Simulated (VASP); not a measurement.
# Y (P6/mmm) in VASP: notebook

Runs on Y. Level: PBE. Tasks: single point.

All numbers are computed with VASP 6.6.1; they aren't measurements. Logs are shortened: lines on timing, memory, paths and dates and some standing lists are left out, and cuts for length are marked.

**1. The cell of the first run**

The structure is hexagonal, space group P6/mmm (No. 191). Conventional cell: a = 3.136 Å, b = 3.136 Å, c = 2.966 Å, α = 90.00°, β = 90.00°, γ = 120.00°. Y (site symmetry 6/mmm) has 8 Y at 2.97 to 3.14 Å within 3.9 Å.

**2. Single point, PBE (volume scaled by 0.75)**

File INCAR:

```
SYSTEM = Y
ALGO     = Normal         ! electronic algorithm
EDIFF    = 1E-6           ! SCF threshold, eV
ENCUT    = 520            ! plane-wave cutoff, eV
GGA      = PE             ! functional
ISIF     = 2              ! what is computed and relaxed
ISMEAR   = -1             ! smearing method
LASPH    = .TRUE.         ! aspherical terms in the spheres
LCHARG   = .TRUE.         ! write CHGCAR
LELF     = .TRUE.         ! ELF
LREAL    = .FALSE.        ! projectors in reciprocal space
LVHAR    = .TRUE.       
LWAVE    = .FALSE.        ! write WAVECAR
NBANDS   = 12             ! bands
NELM     = 80             ! most SCF steps
PREC     = Accurate       ! precision mode
SIGMA    = 0.05           ! smearing width, eV
```

File KPOINTS:

```
k-points
0
G
  14 14 13
  0 0 0
```

File POSCAR:

```
Y
1.0
    3.1355810585      0.0000000000      0.0000000000
   -1.5677905292      2.7154928523      0.0000000000
    0.0000000000      0.0000000000      2.9662866956
Y
1
Direct
    0.0000000000      0.0000000000      0.0000000000
```

Potentials or basis: VASP PAW PBE potentials, release 64 (Y_sv).

Command:

```sh
$ cat potpaw_PBE.64/Y_sv/POTCAR > POTCAR
$ mpirun -np 1 vasp_std > vasp.out
```

OUTCAR:

```text
SYSTEM = Y
   EDIFF = 1E-6
   ENCUT = 520
   GGA = PE
   ISIF = 2
   ISMEAR = -1
   LASPH = .TRUE.
   LREAL = .FALSE.
   NELM = 80
   PREC = Accurate

 ion  position               nearest neighbor table
   1  0.000  0.000  0.000-

  LATTYP: Found a hexagonal cell.
 ALAT       =     3.1355810585
 C/A-ratio  =     0.9460086154

  Lattice vectors:

 A1 = (   3.1355810585,   0.0000000000,   0.0000000000)
 A2 = (  -1.5677905292,   2.7154928523,   0.0000000000)
 A3 = (   0.0000000000,   0.0000000000,   2.9662866956)

Analysis of symmetry for initial positions (statically):
=====================================================================
 Subroutine PRICEL returns:
 Original cell was already a primitive cell.

 Routine SETGRP: Setting up the symmetry group for a
 hexagonal supercell.

 Subroutine GETGRP returns: Found 24 space group operations
 (whereof 24 operations were pure point group operations)
 out of a pool of 24 trial point group operations.

The static configuration has the point symmetry D_6h.

Analysis of symmetry for dynamics (positions and initial velocities):
=====================================================================
 Subroutine PRICEL returns:
 Original cell was already a primitive cell.

 Routine SETGRP: Setting up the symmetry group for a
 hexagonal supercell.

 Subroutine GETGRP returns: Found 24 space group operations
 (whereof 24 operations were pure point group operations)
 out of a pool of 24 trial point group operations.

The dynamic configuration has the point symmetry D_6h.

 Subroutine INISYM returns: Found 24 space group operations
 (whereof 24 operations are pure point group operations),
 and found     1 'primitive' translations

----------------------------------------------------------------------------------------

                                     Primitive cell

  volume of cell :      25.2569

  direct lattice vectors                    reciprocal lattice vectors
     3.135581059  0.000000000  0.000000000     0.318920156  0.184128638  0.000000000
    -1.567790529  2.715492852  0.000000000     0.000000000  0.368257276  0.000000000
     0.000000000  0.000000000  2.966286696     0.000000000  0.000000000  0.337121830

  length of vectors
     3.135581059  3.135581058  2.966286696     0.368257276  0.368257276  0.337121830

  position of ions in fractional coordinates (direct lattice)
     0.000000000  0.000000000  0.000000000

  ion indices of the primitive-cell ions
   primitive index   ion index
                 1           1

----------------------------------------------------------------------------------------

 KPOINTS: k-points

Automatic generation of k-mesh.
 Grid dimensions read from file:
 generate k-points for:   14   14   13

 Generating k-lattice:

  Cartesian coordinates                     Fractional coordinates (reciprocal lattice)
     0.022780011  0.013152046  0.000000000     0.071428571  0.000000000  0.000000000
     0.000000000  0.026304091  0.000000000     0.000000000  0.071428571  0.000000000
     0.000000000  0.000000000  0.025932448     0.000000000  0.000000000  0.076923077

  Length of vectors
     0.026304091  0.026304091  0.025932448

  Shift w.r.t. Gamma in fractional coordinates (k-lattice)
     0.000000000  0.000000000  0.000000000

 Subroutine IBZKPT returns following result:
 ===========================================

 Found    168 irreducible k-points:

 Following reciprocal coordinates:
            Coordinates               Weight
  0.000000  0.000000  0.000000      1.000000
  0.071429 -0.000000  0.000000      6.000000
  0.142857 -0.000000  0.000000      6.000000
  0.214286 -0.000000  0.000000      6.000000
  0.285714  0.000000  0.000000      6.000000
  0.357143  0.000000  0.000000      6.000000
[... 16 lines left out ...]
  0.285714  0.285714  0.000000      6.000000
  0.357143  0.285714  0.000000      6.000000
 [... further k-points ...]
   k-points           NKPTS =    168   k-points in BZ     NKDIM =    168   number of bands    NBANDS=     12
   number of dos      NEDOS =    301   number of ions     NIONS =      1
   total plane-waves  NPLWV =  13824
   dimension x,y,z NGX =    24 NGY =   24 NGZ =   24
   dimension x,y,z NGXF=    48 NGYF=   48 NGZF=   48
   ions per type =               1
   NGX,Y,Z   is equivalent  to a cutoff of  12.72, 12.72, 13.45 a.u.
   NGXF,Y,Z  is equivalent  to a cutoff of  25.45, 25.45, 26.90 a.u.
 SYSTEM =  Y
   PREC   = accura    normal or accurate (medium, high low for compatibility)
   ISTART =      0    job   : 0-new  1-cont  2-samecut
   ICHARG =      2    charge: 1-file 2-atom 10-const
   ISPIN  =      1    spin polarized calculation?
   LNONCOLLINEAR =      F non collinear calculations
   LSORBIT =      F    spin-orbit coupling
   LASPH  =      T    aspherical Exc in radial PAW
   ENCUT  =  520.0 eV  38.22 Ry    6.18 a.u.   5.83  5.83  5.52*2*pi/ulx,y,z
   NELM   =     80;   NELMIN=  2; NELMDL= -5     # of ELM steps
   EDIFF  = 0.1E-05   stopping-criterion for ELM
   LREAL  =      F    real-space projection
   EDIFFG = 0.1E-04   stopping-criterion for IOM
   NSW    =      0    number of steps for IOM
   IBRION =     -1    ionic relax: 0-MD 1-quasi-New 2-CG
   NFREE  =      0    steps in history (QN), initial steepest desc. (CG)
   ISIF   =      2    stress and relaxation
   ISYM   =      2    0-nonsym 1-usesym 2-fastsym
   POTIM  = 0.5000    time-step for ionic-motion
   TEBEG  =    0.0;   TEEND  =   0.0 temperature during run
   PSTRESS=    0.0 pullay stress
   NELECT =      11.0000    total number of electrons
   NUPDOWN=      -1.0000    fix difference up-down
   EMIN   =  10.00;   EMAX   =-10.00  energy-range for DOS
   EFERMI =   0.00;   METHOD = LEGACY
   ISMEAR =    -1;   SIGMA  =   0.05  broadening in eV -4-tet -1-fermi 0-gaus
   EFERMI_NEDOS =   21; number of points for ismear=-14 and -15
   IALGO  =     38    algorithm
   IMIX   =      4    mixing-type and parameters
     AMIX     =   0.40;   BMIX     =  1.00
     AMIX_MAG =   1.60;   BMIX_MAG =  1.00
  volume/ion in A,a.u.               =      25.26       170.44
  Fermi-wavevector in a.u.,A,eV,Ry     =   1.240926  2.345010 20.951566  1.539897
  Thomas-Fermi vector in A             =   2.375346
   LORBIT       =      0    0 simple, 1 ext, 2 COOP (PROOUT), +10 PAW based schemes
   GGA     = PE    functional components
[... 5 lines left out ...]
 non-spin polarized calculation
  energy-cutoff  :      520.00
  volume of cell :       25.26
 maximum number of plane-waves:       701
 NGX is ok and might be reduce to    24
   NGX = 11   NGY = 11   NGZ = 11

 number of electron      10.9999999 magnetization

 Free energy of the ion-electron system (eV)
  ---------------------------------------------------
  ext. energy  EPLUGINS =         0.00000000
  ---------------------------------------------------
  free energy    TOTEN  =        -5.68781651 eV

  energy without entropy =       -5.66956855  energy(sigma->0) =       -5.67869253

 E-fermi :   4.2889     XC(G=0): -10.4726

 val. band max:        4.2870343529   @ k =   0.2857   0.2857   0.3077
 cond. band min:       4.2911887465   @ k =   0.2857   0.0000   0.1538
 fundamental gap:      0.0041543936
 Fermi energy:         4.2888865356

 k-point     1 :       0.0000    0.0000    0.0000
  band No.  band energies     occupation
      1     -38.0309      2.00000
      2     -17.3323      2.00000
      3     -17.2815      2.00000
      4     -17.2815      2.00000
      5      -0.4598      2.00000
      6       3.4477      2.00000
      7       6.4452      0.00000
      8       6.4452      0.00000
      9      11.5859      0.00000
     10      11.5859      0.00000
     11      14.4415      0.00000
     12      16.6843      0.00000

 k-point     2 :       0.0714   -0.0000    0.0000
  band No.  band energies     occupation
      1     -38.0203      2.00000
      2     -17.3620      2.00000
      3     -17.3240      2.00000
      4     -17.2985      2.00000
      5      -0.2897      2.00000
      6       3.5315      2.00000
      7       6.1888      0.00000
      8       6.6101      0.00000
      9      11.2515      0.00000
     10      11.5433      0.00000
     11      14.9412      0.00000
     12      17.1475      0.00000

 k-point     3 :       0.1429   -0.0000    0.0000
  band No.  band energies     occupation
      1     -37.9907      2.00000
      2     -17.5820      2.00000
      3     -17.3457      2.00000
      4     -17.3004      2.00000
      5       0.1826      2.00000
      6       3.7590      1.99995
      7       5.6209      0.00000
      8       7.0969      0.00000
      9      10.5104      0.00000
     10      11.4267      0.00000
     11      16.2154      0.00000
     12      18.2447      0.00000

 k-point     4 :       0.2143   -0.0000    0.0000
  band No.  band energies     occupation
      1     -37.9475      2.00000
      2     -17.8871      2.00000
      3     -17.4129      2.00000
      4     -17.2662      2.00000
      5       0.8476      2.00000
      6       3.9889      1.99505
      7       5.1641      0.00000
      8       7.8802      0.00000
      9       9.7016      0.00000
     10      11.2650      0.00000
     11      16.6941      0.00000
     12      18.0800      0.00000

 k-point     5 :       0.2857    0.0000    0.0000
  band No.  band energies     occupation
      1     -37.8990      2.00000
      2     -18.2101      2.00000
      3     -17.4863      2.00000
      4     -17.2278      2.00000
      5       1.5260      2.00000
      6       3.9321      1.99841
      7       5.2729      0.00000
      8       8.9145      0.00000
      9       8.9887      0.00000
     10      11.0942      0.00000
     11      15.5660      0.00000
     12      18.0587      0.00000
[... 228 lines left out ...]
      1     -37.8130      2.00000
      2     -18.4972      2.00000
      3     -17.8985      2.00000
      4     -17.1602      2.00000
      5       3.3044      2.00000
      6       4.1127      1.94272
      7       5.1041      0.00000
      8       8.4790      0.00000
      9       9.9558      0.00000
     10      11.2669      0.00000
     11      14.0938      0.00000
     12      14.7081      0.00000

 k-point    22 :       0.3571    0.2143    0.0000
  band No.  band energies     occupation
      1     -37.7961      2.00000
      2     -18.5457      2.00000
      3     -17.9826      2.00000
      4     -17.1469      2.00000
      5       3.4030      2.00000
      6       4.4521      0.07364
      7       5.2175      0.00000
      8       8.4080      0.00000
      9       9.7430      0.00000
     10      12.0121      0.00000
     11      13.1381      0.00000
     12      14.2008      0.00000

 k-point    23 :       0.2857    0.2857    0.0000
  band No.  band energies     occupation
      1     -37.7937      2.00000
      2     -18.4649      2.00000
      3     -18.0905      2.00000
      4     -17.1450      2.00000
      5       4.0277      1.98928
      6       4.1764      1.80924
      7       4.9872      0.00000
      8       8.5803      0.00000
      9       9.4715      0.00000
     10      11.8773      0.00000
     11      13.1471      0.00000
     12      13.8482      0.00000

 k-point    24 :       0.3571    0.2857    0.0000
  band No.  band energies     occupation
      1     -37.7868      2.00000
      2     -18.4169      2.00000
      3     -18.1958      2.00000
      4     -17.1396      2.00000
      5       4.1203      1.93366
      6       4.5432      0.01229
      7       4.8136      0.00006
      8       8.7009      0.00000
      9       9.2153      0.00000
     10      12.3042      0.00000
     11      12.6272      0.00000
     12      13.4041      0.00000

 [... further k-points ...]
[... 5 lines left out ...]
  --------------------------------------------------------------------------------------
  -------------------------------------------------------------------------------------
  Total        2.2233760      2.2233760      2.2717588      0.0000000      0.0000000      0.0000000
  in kB      141.0404448    141.0404448    144.1096242      0.0000000      0.0000000      0.0000000
  external PRESSURE =     142.0635046 kB  Pullay stress =       0.0000000 kB

 VOLUME and BASIS-vectors are now :
 -----------------------------------------------------------------------------
  energy-cutoff  :      520.00
  volume of cell :       25.26
      direct lattice vectors                 reciprocal lattice vectors
     3.135581059  0.000000000  0.000000000     0.318920156  0.184128638  0.000000000
    -1.567790529  2.715492852  0.000000000     0.000000000  0.368257276  0.000000000
     0.000000000  0.000000000  2.966286696     0.000000000  0.000000000  0.337121830

 POSITION                                       TOTAL-FORCE (eV/Angst)
 -----------------------------------------------------------------------------------
      0.00000      0.00000      0.00000         0.000000      0.000000      0.000000
 -----------------------------------------------------------------------------------
    total drift:                                0.000000     -0.000000      0.000000

  FREE ENERGIE OF THE ION-ELECTRON SYSTEM (eV)
  ---------------------------------------------------
  free  energy   TOTEN  =        -5.6878165061 eV

  energy  without entropy=       -5.6695685471  energy(sigma->0) =       -5.67869253
```

Wall time 22 s (1 thread of AMD EPYC 9R45 (Zen 5), shared host); peak memory 0.16 GiB.

What came out:

```yaml
Free_energy: -5.6878 eV
Pressure: 14.2 GPa
```

Stress tensor (GPa, compression positive):
```
14.10  0.00  0.00
 0.00 14.10  0.00
 0.00  0.00 14.41
```

Levels at points of the mesh, in eV from the Fermi level:
```csv
k point,band 2,band 3,band 4,band 5,band 6,band 7,band 8,band 9,band 10,band 11
"(0.00, 0.00, 0.00)",-21.62,-21.57,-21.57,-4.75,-0.84,2.16,2.16,7.30,7.30,10.15
"(0.50, 0.00, 0.00)",-23.03,-21.90,-21.45,-2.21,0.07,1.69,3.70,6.53,7.63,10.75
```

**3. Single point, PBE (volume scaled by 0.75)**

File INCAR:

```
  PREC = Accurate
  ENCUT = 520
  EDIFF = 1E-6
  ISMEAR = -1
  SIGMA = 0.05
  LREAL = False
  LASPH = True
  NELM = 100
  ALGO = Normal
  ISIF = 2
  LWAVE = False
  LCHARG = True
  GGA = PE
  LELF = True
  LVHAR = True
  NBANDS = 12
```

File KPOINTS:

```
Automatic mesh
0
Gamma
  14 14 13
```

POSCAR is that of step 2.

Potentials or basis: VASP PAW PBE potentials, release 64 (Y_sv).

Command:

```sh
$ cat potpaw_PBE.64/Y_sv/POTCAR > POTCAR
$ mpirun -np 1 vasp_std > vasp.out
```

Wall time 22 s (1 thread of AMD EPYC 9R45 (Zen 5), shared host); peak memory 0.16 GiB.

The run converged. Its results:

- Free energy: -5.6878 eV
- Pressure: 14.2 GPa

Stress tensor (GPa, compression positive):
```
14.10  0.00  0.00
 0.00 14.10  0.00
 0.00  0.00 14.41
```

Levels at points of the mesh, in eV from the Fermi level:
| k point | band 4 | band 5 | band 6 | band 7 | band 8 | band 9 |
| --- | --- | --- | --- | --- | --- | --- |
| (0.00, 0.00, 0.00) | -21.57 | -4.75 | -0.84 | 2.16 | 2.16 | 7.30 |
| (0.50, 0.00, 0.00) | -21.45 | -2.21 | 0.07 | 1.69 | 3.70 | 6.53 |

**4. Single point, PBE (volume scaled by 0.85)**

File INCAR:

```
PREC = Accurate
ENCUT = 520
EDIFF = 1E-7
ISMEAR = -1
SIGMA = 0.05
LREAL = False
LASPH = True
NELM = 80
ALGO = Normal
ISIF = 2
LWAVE = False
LCHARG = False
GGA = PE
NBANDS = 12
```

File KPOINTS:

```
regular mesh
0
Gamma
  14 14 13
```

File POSCAR:

```
Y
1.0
    3.2598161648      0.0000000000      0.0000000000
   -1.6299080824      2.8230836104      0.0000000000
    0.0000000000      0.0000000000      3.1104314376
Y
1
Direct
    0.0000000000      0.0000000000      0.0000000000
```

Command:

```sh
$ cat potpaw_PBE.64/Y_sv/POTCAR > POTCAR
$ mpirun -np 1 vasp_std > vasp.out
```

Wall time 27 s (1 thread of AMD EPYC 9R45 (Zen 5), shared host); peak memory 0.16 GiB.

Results (log left out):

* Free energy: -5.8988 eV
* Pressure: 6.5 GPa

Stress tensor (GPa, compression positive):
```
6.44 0.00 0.00
0.00 6.44 0.00
0.00 0.00 6.57
```

Levels at points of the mesh, in eV from the Fermi level:
| k point | band 3 | band 4 | band 5 | band 6 | band 7 | band 8 | band 9 | band 10 |
| --- | --- | --- | --- | --- | --- | --- | --- | --- |
| (0.00, 0.00, 0.00) | -21.95 | -21.95 | -4.69 | -0.66 | 2.04 | 2.04 | 6.41 | 6.41 |
| (0.50, 0.00, 0.00) | -22.19 | -21.92 | -2.01 | 0.07 | 1.17 | 3.29 | 5.74 | 6.78 |

(Part 1 of 2 ends here.)
